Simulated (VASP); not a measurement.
BN, 2 atoms in the cell. Symmetry: Fmm2, No. 42, orthorhombic system. Conventional cell: a = 2.503 Å, b = 6.991 Å, c = 4.332 Å, α = 90.00°, β = 90.00°, γ = 90.00°. Within 1.9 Å of B (site symmetry mm2) lie 3 N at 1.44 Å. Within 1.9 Å of N (site symmetry mm2) lie 3 B at 1.44 Å. 

- Program: VASP 6.6.1
- Task: single point
- Functional: PBE
- Potentials or basis: VASP PAW PBE potentials, release 64 (B, N)
- Cutoff: 520 eV
- k mesh: 10 × 10 × 10
- Occupations: gaussian, width 0.02 eV
- Spin: no spin polarisation
- Dipole correction: no
- Further INCAR settings: ALGO = Normal; EDIFF = 1e-07; NBANDS = 11

Potentials or basis: VASP PAW PBE potentials, release 64 (B, N).

Launch:

```bash
$ cat potpaw_PBE.64/B/POTCAR potpaw_PBE.64/N/POTCAR > POTCAR
$ mpirun -np 1 vasp_std > vasp.out
```

Hardware: 1 thread of Intel(R) Xeon(R) Platinum 8488C (Sapphire Rapids), with other jobs on the host.

Question: Estimate the wall time of this run.

Answer: Wall time 25 s on 1 thread of Intel(R) Xeon(R) Platinum 8488C (Sapphire Rapids) (shared host), peak memory 0.16 GiB. Counts: scf iterations 14, k points 171.
